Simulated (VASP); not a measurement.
Runs of VASP 6.6.1 on C. The structure is that of space group Fmmm (No. 69), or close to it. The cells are those of the table. 

```tsv
cell	pressure (GPa)	largest force (eV/Å)
a = 4.082, b = 3.683, c = 2.489 Å, angles 80.3, 62.8, 36.9°, 2 atoms	(a)	0.01
a = 4.319, b = 3.977, c = 2.379 Å, angles 81.4, 65.6, 33.0°, 2 atoms	(b)	0.01
a = 4.233, b = 3.873, c = 2.416 Å, angles 81.0, 64.7, 34.3°, 2 atoms	14.2	0.01
a = 4.017, b = 3.598, c = 2.525 Å, angles 79.9, 61.9, 38.2°, 2 atoms	-19.9	0.02
a = 3.830, b = 3.342, c = 2.645 Å, angles 78.6, 58.8, 42.6°, 2 atoms	-47.3	0.01
```

Alike in all rows: task single point; level r2SCAN; potentials or basis VASP PAW PBE potentials, release 64 (C); no spin polarisation; k mesh 14 × 14 × 14; cutoff (eV) 520; smearing gaussian 0.05 eV.

Q: Estimate the missing entries.

A: (a) -9.8; (b) 28.0.

Caveats: the PAW data sets were made with another functional, which shifts forces and pressure a little; the cell stands under tension (at least some runs); the cell stands under pressure (at least some runs).
